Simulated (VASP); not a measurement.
Input of a VASP 6.6.1 run:

The input INCAR:

```
SYSTEM = ZnS
PREC     = Accurate       ! precision mode
ENCUT    = 520            ! plane-wave cutoff, eV
EDIFF    = 1E-6           ! SCF threshold, eV
ISMEAR   = -1             ! smearing method
SIGMA    = 0.01           ! smearing width, eV
LREAL    = .False.        ! projectors in reciprocal space
LASPH    = .True.         ! aspherical terms in the spheres
NELM     = 60             ! most SCF steps
ALGO     = Normal         ! electronic algorithm
ISIF     = 2              ! what is computed and relaxed
LWAVE    = .False.        ! write WAVECAR
LCHARG   = .False.        ! write CHGCAR
GGA      = PS             ! functional
NBANDS   = 16             ! bands
```

File KPOINTS:

```
Automatic mesh
0
Gamma
  9 9 9
  0 0 0
```

File POSCAR:

```
ZnS
1.0
    0.0000000000      2.7316965000      2.7046500000
    2.7316965000      0.0000000000      2.7046500000
    2.7316965000      2.7316965000      0.0000000000
Zn S
1 1
Direct
    0.0000000000      0.0000000000      0.0000000000
    0.7500000000      0.7500000000      0.7500000000
```

Potentials or basis: VASP PAW PBE potentials, release 64 (Zn, S).

The run is started by

```bash
$ cat potpaw_PBE.64/Zn/POTCAR potpaw_PBE.64/S/POTCAR > POTCAR
$ mpirun -np 1 vasp_std > vasp.out
```

Q: Estimate the pressure.

A: -3.3 GPa.

Q: What does it give for the band gap on the k mesh?

A: 1.86 eV.

Stress tensor (GPa, compression positive):
```
-3.46  0.00  0.00
 0.00 -3.46  0.00
 0.00  0.00 -3.04
```

Caveat: the cell differs from its parent crystal (equal xx and yy strain of +1 %); the cell stands under tension; the PAW data sets were made with another functional, which shifts forces and pressure a little.
